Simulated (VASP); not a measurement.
# Ag (P6_3/mmc) in VASP: a series of runs

Ag is run at these levels: LDA; tasks: single point.

All numbers are computed with VASP 6.6.1; they aren't measurements. Logs are shortened: lines on timing, memory, paths and dates and some standing lists are left out, and cuts for length are marked.

### Step 1. The cell of the first run

Symmetry: P6_3/mmc, No. 194, hexagonal system. The conventional cell has a = 2.664 Å, b = 2.664 Å, c = 4.315 Å, α = 90.00°, β = 90.00°, γ = 120.00°. Ag (site symmetry -6m2) has 12 Ag at 2.65 to 2.66 Å within 3.5 Å.

### Step 2. Single point, LDA

Contents of INCAR:

```
SYSTEM = Ag
PREC = Accurate
ENCUT = 520
EDIFF = 1E-6
ISMEAR = 1
SIGMA = 0.1
LREAL = .FALSE.
LASPH = .TRUE.
NELM = 60
ALGO = Normal
ISIF = 2
LWAVE = .FALSE.
LCHARG = .FALSE.
GGA = CA
NBANDS = 18
```

Contents of KPOINTS:

```
Automatic mesh
0
G
  10 10 5
  0 0 0
```

Contents of POSCAR:

```
Ag
1.0
    2.6638952421      0.0000000000      0.0000000000
   -1.3319476210      2.3070009526      0.0000000000
    0.0000000000      0.0000000000      4.3153468681
Ag
2
Direct
    0.3333333333      0.6666666667      0.2500000000
    0.6666666667      0.3333333333      0.7500000000
```

Potentials or basis: VASP PAW LDA potentials, release 64 (Ag).

Started as:

```sh
cat potpaw_LDA.64/Ag/POTCAR > POTCAR
mpirun -np 1 vasp_std > vasp.out
```

OUTCAR:

```text
SYSTEM = Ag
   PREC = Accurate
   ENCUT = 520
   EDIFF = 1E-6
   ISMEAR = 1
   LREAL = .FALSE.
   LASPH = .TRUE.
   NELM = 60
   ISIF = 2
   GGA = CA

 ion  position               nearest neighbor table
   1  0.333  0.667  0.250-   2 2.65   2 2.65   2 2.65   2 2.65   2 2.65   2 2.65
   2  0.667  0.333  0.750-   1 2.65   1 2.65   1 2.65   1 2.65   1 2.65   1 2.65

  LATTYP: Found a hexagonal cell.
 ALAT       =     2.6638952421
 C/A-ratio  =     1.6199386522

  Lattice vectors:

 A1 = (   2.6638952421,   0.0000000000,   0.0000000000)
 A2 = (  -1.3319476210,   2.3070009526,   0.0000000000)
 A3 = (   0.0000000000,   0.0000000000,   4.3153468681)

Analysis of symmetry for initial positions (statically):
=====================================================================
 Subroutine PRICEL returns:
 Original cell was already a primitive cell.

 Routine SETGRP: Setting up the symmetry group for a
 hexagonal supercell.

 Subroutine GETGRP returns: Found 24 space group operations
 (whereof 12 operations were pure point group operations)
 out of a pool of 24 trial point group operations.

The static configuration has the point symmetry D_3d.
 The point group associated with its full space group is D_6h.

Analysis of symmetry for dynamics (positions and initial velocities):
=====================================================================
 Subroutine PRICEL returns:
 Original cell was already a primitive cell.

 Routine SETGRP: Setting up the symmetry group for a
 hexagonal supercell.

 Subroutine GETGRP returns: Found 24 space group operations
 (whereof 12 operations were pure point group operations)
 out of a pool of 24 trial point group operations.

The dynamic configuration has the point symmetry D_3d.
 The point group associated with its full space group is D_6h.

 Subroutine INISYM returns: Found 24 space group operations
 (whereof 12 operations are pure point group operations),
 and found     1 'primitive' translations

----------------------------------------------------------------------------------------

                                     Primitive cell

  volume of cell :      26.5204

  direct lattice vectors                    reciprocal lattice vectors
     2.663895242  0.000000000  0.000000000     0.375390137  0.216731597  0.000000000
    -1.331947621  2.307000953  0.000000000     0.000000000  0.433463193  0.000000000
     0.000000000  0.000000000  4.315346868     0.000000000  0.000000000  0.231731082

  length of vectors
     2.663895242  2.663895242  4.315346868     0.433463193  0.433463193  0.231731082

  position of ions in fractional coordinates (direct lattice)
     0.333333333  0.666666667  0.250000000
     0.666666667  0.333333333  0.750000000

  ion indices of the primitive-cell ions
   primitive index   ion index
                 1           1
                 2           2

----------------------------------------------------------------------------------------

 KPOINTS: Automatic mesh

Automatic generation of k-mesh.
 Grid dimensions read from file:
 generate k-points for:   10   10    5

 Generating k-lattice:

  Cartesian coordinates                     Fractional coordinates (reciprocal lattice)
     0.037539014  0.021673160  0.000000000     0.100000000  0.000000000  0.000000000
     0.000000000  0.043346319  0.000000000     0.000000000  0.100000000  0.000000000
     0.000000000  0.000000000  0.046346216     0.000000000  0.000000000  0.200000000

  Length of vectors
     0.043346319  0.043346319  0.046346216

  Shift w.r.t. Gamma in fractional coordinates (k-lattice)
     0.000000000  0.000000000  0.000000000

 Subroutine IBZKPT returns following result:
 ===========================================

 Found     42 irreducible k-points:

 Following reciprocal coordinates:
            Coordinates               Weight
  0.000000  0.000000  0.000000      1.000000
  0.100000  0.000000  0.000000      6.000000
  0.200000  0.000000  0.000000      6.000000
  0.300000  0.000000  0.000000      6.000000
  0.400000  0.000000  0.000000      6.000000
  0.500000  0.000000  0.000000      3.000000
[... 16 lines left out ...]
  0.300000  0.100000  0.200000     24.000000
  0.400000  0.100000  0.200000     24.000000
 [... further k-points ...]
   k-points           NKPTS =     42   k-points in BZ     NKDIM =     42   number of bands    NBANDS=     18
   number of dos      NEDOS =    301   number of ions     NIONS =      2
   total plane-waves  NPLWV =  12800
   dimension x,y,z NGX =    20 NGY =   20 NGZ =   32
   dimension x,y,z NGXF=    40 NGYF=   40 NGZF=   64
   ions per type =               2
   NGX,Y,Z   is equivalent  to a cutoff of  12.48, 12.48, 12.33 a.u.
   NGXF,Y,Z  is equivalent  to a cutoff of  24.96, 24.96, 24.66 a.u.
 SYSTEM =  Ag
   PREC   = accura    normal or accurate (medium, high low for compatibility)
   ISTART =      0    job   : 0-new  1-cont  2-samecut
   ICHARG =      2    charge: 1-file 2-atom 10-const
   ISPIN  =      1    spin polarized calculation?
   LNONCOLLINEAR =      F non collinear calculations
   LSORBIT =      F    spin-orbit coupling
   LASPH  =      T    aspherical Exc in radial PAW
   ENCUT  =  520.0 eV  38.22 Ry    6.18 a.u.   4.95  4.95  8.02*2*pi/ulx,y,z
   NELM   =     60;   NELMIN=  2; NELMDL= -5     # of ELM steps
   EDIFF  = 0.1E-05   stopping-criterion for ELM
   LREAL  =      F    real-space projection
   EDIFFG = 0.1E-04   stopping-criterion for IOM
   NSW    =      0    number of steps for IOM
   IBRION =     -1    ionic relax: 0-MD 1-quasi-New 2-CG
   NFREE  =      0    steps in history (QN), initial steepest desc. (CG)
   ISIF   =      2    stress and relaxation
   ISYM   =      2    0-nonsym 1-usesym 2-fastsym
   POTIM  = 0.5000    time-step for ionic-motion
   TEBEG  =    0.0;   TEEND  =   0.0 temperature during run
   PSTRESS=    0.0 pullay stress
   NELECT =      22.0000    total number of electrons
   NUPDOWN=      -1.0000    fix difference up-down
   EMIN   =  10.00;   EMAX   =-10.00  energy-range for DOS
   EFERMI =   0.00;   METHOD = LEGACY
   ISMEAR =     1;   SIGMA  =   0.10  broadening in eV -4-tet -1-fermi 0-gaus
   EFERMI_NEDOS =   21; number of points for ismear=-14 and -15
   IALGO  =     38    algorithm
   IMIX   =      4    mixing-type and parameters
     AMIX     =   0.40;   BMIX     =  1.00
     AMIX_MAG =   1.60;   BMIX_MAG =  1.00
  volume/ion in A,a.u.               =      13.26        89.48
  Fermi-wavevector in a.u.,A,eV,Ry     =   1.538233  2.906839 32.193580  2.366161
  Thomas-Fermi vector in A             =   2.644630
   LORBIT       =      0    0 simple, 1 ext, 2 COOP (PROOUT), +10 PAW based schemes
   GGA     = CA    functional components
   LHFCALC =     F    Hartree Fock is set to
   AEXX    =    0.0000 exact exchange contribution
   IVDW    =     0    specifies the selected vdW correction
   LEPSILON=     F    determine dielectric tensor
   LRPA    =     F    only Hartree local field effects (RPA)
 non-spin polarized calculation
 Methfessel and Paxton  Order N= 1 SIGMA  =   0.10
  energy-cutoff  :      520.00
  volume of cell :       26.52
 maximum number of plane-waves:       730
 NGX is ok and might be reduce to    20
   NGX =  9   NGY =  9   NGZ = 17

 number of electron      21.9999996 magnetization

 Free energy of the ion-electron system (eV)
  ---------------------------------------------------
  ext. energy  EPLUGINS =         0.00000000
  ---------------------------------------------------
  free energy    TOTEN  =        -6.86363902 eV

  energy without entropy =       -6.86279641  energy(sigma->0) =       -6.86335815

 E-fermi :  12.4027     XC(G=0): -14.1221

 val. band max:       12.3752777725   @ k =   0.5000   0.0000   0.0000
 cond. band min:      12.4055006263   @ k =   0.1000   0.0000   0.0000
 fundamental gap:      0.0302228538
 Fermi energy:        12.4026579266

 k-point     1 :       0.0000    0.0000    0.0000
  band No.  band energies     occupation
      1       2.3571      2.00000
      2       3.9440      2.00000
      3       6.3854      2.00000
      4       6.4724      2.00000
      5       6.4724      2.00000
      6       6.8702      2.00000
[... 10 lines left out ...]
     17      33.4207      0.00000
     18      33.4207      0.00000

 k-point     2 :       0.1000    0.0000    0.0000
  band No.  band energies     occupation
      1       2.6932      2.00000
      2       4.1592      2.00000
      3       6.1011      2.00000
      4       6.6918      2.00000
      5       6.7025      2.00000
      6       6.8176      2.00000
[... 10 lines left out ...]
     17      31.4835      0.00000
     18      32.6117      0.00000

 k-point     3 :       0.2000    0.0000    0.0000
  band No.  band energies     occupation
      1       3.5669      2.00000
      2       4.5591      2.00000
      3       5.8450      2.00000
      4       6.2456      2.00000
      5       6.5695      2.00000
      6       6.9119      2.00000
[... 10 lines left out ...]
     17      30.4293      0.00000
     18      31.4341      0.00000

 k-point     4 :       0.3000    0.0000    0.0000
  band No.  band energies     occupation
      1       4.3006      2.00000
      2       4.5467      2.00000
      3       5.3047      2.00000
      4       6.2881      2.00000
      5       6.5888      2.00000
      6       6.6700      2.00000
[... 375 lines left out ...]
      4       5.8455      2.00000
      5       6.2963      2.00000
      6       6.8661      2.00000
[... 10 lines left out ...]
     17      29.7767      0.00000
     18      32.2053      0.00000

 k-point    23 :       0.3000    0.1000    0.2000
  band No.  band energies     occupation
      1       4.3453      2.00000
      2       4.6688      2.00000
      3       5.4164      2.00000
      4       5.7082      2.00000
      5       6.4855      2.00000
      6       6.9565      2.00000
[... 10 lines left out ...]
     17      28.5471      0.00000
     18      30.1577      0.00000

 k-point    24 :       0.4000    0.1000    0.2000
  band No.  band energies     occupation
      1       4.1325      2.00000
      2       4.3755      2.00000
      3       5.3566      2.00000
      4       5.6950      2.00000
      5       6.3188      2.00000
      6       7.3394      2.00000
[... 10 lines left out ...]
     17      27.0024      0.00000
     18      28.4418      0.00000

 [... further k-points ...]
[... 5 lines left out ...]
  --------------------------------------------------------------------------------------
  -------------------------------------------------------------------------------------
  Total        7.4656955      7.4656955      7.5118603      0.0000000      0.0000000      0.0000000
  in kB      451.0245963    451.0245963    453.8135482      0.0000000      0.0000000      0.0000000
  external PRESSURE =     451.9542469 kB  Pullay stress =       0.0000000 kB

 VOLUME and BASIS-vectors are now :
 -----------------------------------------------------------------------------
  energy-cutoff  :      520.00
  volume of cell :       26.52
      direct lattice vectors                 reciprocal lattice vectors
     2.663895242  0.000000000  0.000000000     0.375390137  0.216731597  0.000000000
    -1.331947621  2.307000953  0.000000000     0.000000000  0.433463193  0.000000000
     0.000000000  0.000000000  4.315346868     0.000000000  0.000000000  0.231731082

 POSITION                                       TOTAL-FORCE (eV/Angst)
 -----------------------------------------------------------------------------------
     -0.00000      1.53800      1.07884        -0.000000     -0.000000      0.000000
      1.33195      0.76900      3.23651         0.000000      0.000000      0.000000
 -----------------------------------------------------------------------------------
    total drift:                               -0.000000      0.000000     -0.000000

  FREE ENERGIE OF THE ION-ELECTRON SYSTEM (eV)
  ---------------------------------------------------
  free  energy   TOTEN  =        -6.8636390175 eV

  energy  without entropy=       -6.8627964127  energy(sigma->0) =       -6.86335815
```

It took 8.4 s on 1 thread of Intel Xeon Platinum 8488C (Sapphire Rapids), shared host; peak memory 0.13 GiB.

Results:

| Property | Result |
| --- | --- |
| Free energy | -6.8636 eV |
| Pressure | 45.2 GPa |
| Band gap on the k mesh | zero (band 11 reaches 15.51 eV, above the bottom of band 12 at 8.72 eV) |

Stress tensor (GPa, compression positive):
```
45.10  0.00  0.00
 0.00 45.10  0.00
 0.00  0.00 45.38
```

### Step 3. Single point, LDA

This run uses another cell than the first one, of 13.89 Å³/atom, 1.048 times its volume.

Edit INCAR of step 2 so:

```diff
@@ -3,3 +3,3 @@
 ENCUT = 520
-EDIFF = 1E-6
+EDIFF = 1E-7
 ISMEAR = 1
@@ -8,3 +8,3 @@
 LASPH = .TRUE.
-NELM = 60
+NELM = 100
 ALGO = Normal
```

KPOINTS is that of step 2.

Contents of POSCAR:

```
Ag
1.0
    2.7073836645      0.0000000000      0.0000000000
   -1.3536918322      2.3446630312      0.0000000000
    0.0000000000      0.0000000000      4.3763775715
Ag
2
Direct
    0.3333333333      0.6666666667      0.2500000000
    0.6666666667      0.3333333333      0.7500000000
```

Potentials or basis: VASP PAW LDA potentials, release 64 (Ag).

Started as:

```sh
cat potpaw_LDA.64/Ag/POTCAR > POTCAR
mpirun -np 1 vasp_std > vasp.out
```

It took 9.5 s on 1 thread of Intel Xeon Platinum 8488C (Sapphire Rapids), shared host; peak memory 0.14 GiB.

Results (log left out):

| Quantity | Value |
| --- | --- |
| Free energy | -7.1587 eV |
| Pressure | 30.2 GPa |
| Band gap on the k mesh | zero (band 11 reaches 14.49 eV, above the bottom of band 12 at 7.93 eV) |

Levels at points of the mesh, in eV from the Fermi level:
```csv
k point,band 8,band 9,band 10,band 11,band 12,band 13,band 14,band 15
"(0.00, 0.00, 0.00)",-4.87,-4.87,-3.35,-3.35,-1.08,4.89,15.85,18.23
"(0.50, 0.00, 0.00)",-3.17,-3.03,-2.96,-0.04,1.94,7.79,8.05,11.25
```

### Step 4. Single point, LDA

This run uses another cell than the first one, of 14.75 Å³/atom, 1.113 times its volume.

Edit INCAR of step 3 so:

```diff
@@ -3,3 +3,3 @@
 ENCUT = 520
-EDIFF = 1E-7
+EDIFF = 1E-6
 ISMEAR = 1
@@ -8,3 +8,3 @@
 LASPH = .TRUE.
-NELM = 100
+NELM = 80
 ALGO = Normal
```

KPOINTS is that of step 3.

Contents of POSCAR:

```
Ag
1.0
    2.7626248858      0.0000000000      0.0000000000
   -1.3813124429      2.3925033322      0.0000000000
    0.0000000000      0.0000000000      4.4643094454
Ag
2
Direct
    0.3333333333      0.6666666667      0.2500000000
    0.6666666667      0.3333333333      0.7500000000
```

Started as:

```sh
cat potpaw_LDA.64/Ag/POTCAR > POTCAR
mpirun -np 1 vasp_std > vasp.out
```

Wall time 8.9 s (1 thread of Intel Xeon Platinum 8488C (Sapphire Rapids), shared host); peak memory 0.15 GiB.

Results (log left out):

- Free energy: -7.3993 eV
- Pressure: 15.2 GPa
- Band gap on the k mesh: zero (band 11 reaches 13.27 eV, above the bottom of band 12 at 6.97 eV)

Levels at points of the mesh, in eV from the Fermi level:
```tsv
k point	band 9	band 10	band 11	band 12	band 13	band 14
(0.00, 0.00, 0.00)	-4.63	-3.26	-3.26	-0.86	4.50	15.81
(0.50, 0.00, 0.00)	-2.98	-2.91	-0.03	1.78	7.50	7.75
```

### Step 5. Single point, LDA

This run uses another cell than the first one, of 16.09 Å³/atom, 1.213 times its volume.

Contents of INCAR:

```
PREC = Accurate
ENCUT = 520
EDIFF = 1E-6
ISMEAR = 1
SIGMA = 0.1
LREAL = False
LASPH = True
NELM = 80
ALGO = Normal
ISIF = 2
LWAVE = False
LCHARG = True
GGA = CA
LELF = True
LVHAR = True
NBANDS = 18
```

Contents of KPOINTS:

```
regular mesh
0
Gamma
  10 10 5
```

Contents of POSCAR:

```
Ag
1.0
    2.8434287594      0.0000000000      0.0000000000
   -1.4217143797      2.4624815395      0.0000000000
    0.0000000000      0.0000000000      4.5957528339
Ag
2
Direct
    0.3333333333      0.6666666667      0.2500000000
    0.6666666667      0.3333333333      0.7500000000
```

Started as:

```sh
cat potpaw_LDA.64/Ag/POTCAR > POTCAR
mpirun -np 1 vasp_std > vasp.out
```

It took 9.1 s on 1 thread of Intel Xeon Platinum 8488C (Sapphire Rapids), shared host; peak memory 0.15 GiB.

The run converged. Its results:

* Free energy: -7.5178 eV
* Pressure: 0.1 GPa
* Band gap on the k mesh: zero (band 11 reaches 11.66 eV, above the bottom of band 12 at 5.70 eV)

Stress tensor (GPa, compression positive):
```
0.16 0.00 0.00
0.00 0.16 0.00
0.00 0.00 0.06
```

Levels at points of the mesh, in eV from the Fermi level:
| k point | band 7 | band 8 | band 9 | band 10 | band 11 | band 12 | band 13 | band 14 | band 15 | band 16 |
| --- | --- | --- | --- | --- | --- | --- | --- | --- | --- | --- |
| (0.00, 0.00, 0.00) | -4.66 | -4.33 | -4.33 | -3.15 | -3.15 | -0.58 | 3.98 | 15.69 | 17.90 | 18.05 |
| (0.50, 0.00, 0.00) | -4.03 | -3.02 | -2.91 | -2.85 | 0.00 | 1.57 | 7.09 | 7.36 | 9.86 | 10.66 |

### Step 6. Overview

| cell | gap on the mesh (eV) | pressure (GPa) |
| --- | --- | --- |
| a = 2.664, b = 2.664, c = 4.315 Å, angles 90.0, 90.0, 120.0°, 2 atoms | none | 45.2 |
| a = 2.707, b = 2.707, c = 4.376 Å, angles 90.0, 90.0, 120.0°, 2 atoms | none | 30.2 |
| a = 2.763, b = 2.763, c = 4.464 Å, angles 90.0, 90.0, 120.0°, 2 atoms | none | 15.2 |
| a = 2.843, b = 2.843, c = 4.596 Å, angles 90.0, 90.0, 120.0°, 2 atoms | none | 0.1 |

Alike in all rows: task single point; level LDA; potentials or basis VASP PAW LDA potentials, release 64 (Ag); no spin polarisation; k mesh 10 × 10 × 5; cutoff (eV) 520; smearing methfessel-paxton 0.1 eV.

Absolute energies hang on the potentials; compare differences alone.
